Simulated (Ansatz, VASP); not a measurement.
## One calculation of GaO4, two programs

```
Ga O
1.0
     4.01343    0.00000    0.00000
     0.00000    4.01343    0.00000
     0.00000    0.00000    4.01343
Ga O
1 4
Direct
  0.00000 0.00000 0.00000
  0.26925 0.73075 0.73075
  0.73075 0.26925 0.73075
  0.73075 0.73075 0.26925
  0.26925 0.26925 0.26925
```

Change from the starting cell: species swapped into the SnI4 type (P-43m, No. 215).

Alike in both runs: functional PBE; k mesh 4 × 4 × 4; occupations gaussian, width 0.1 eV; collinear spin.

Ansatz relaxed the structure, and its values are those at the end. VASP's run is a single point on that final structure, the one shown.

|  | VASP | Ansatz |
| --- | --- | --- |
| version | VASP 6.6.1 | Ansatz 0.2.0 |
| potentials or method | VASP PAW PBE potentials, release 64 (Ga_d, O), cutoff 520 eV | scalar-relativistic, plane waves, PAW |
| valence electrons in the cell | 37 | 37 |

VASP gave:

| Quantity | Value |
| --- | --- |
| gap on the k mesh at the Fermi level (eV) | none |
| pressure (GPa) | -0.1 |
| rms of the force components (eV/Å) | 0.035 |
| net moment per atom (μB) | 1.00 |
| size of the moment on the site where the two differ most (μB) | 0.04 |

Task: Which values does Ansatz return?

Result: gap on the k mesh at the Fermi level (eV): none; pressure (GPa): -0.2; rms of the force components (eV/Å): 0.004; net moment per atom (μB): 1.00; size of the moment on the site where the two differ most (μB): 0.00.

Site moments also hang on the region over which each program counts them. A gap of «none» marks a metal or a gap that the smearing closes. With one functional, cell and mesh, what is left measures potentials, basis and numerics.

The k mesh is coarse, so the values compare programs but aren't converged.
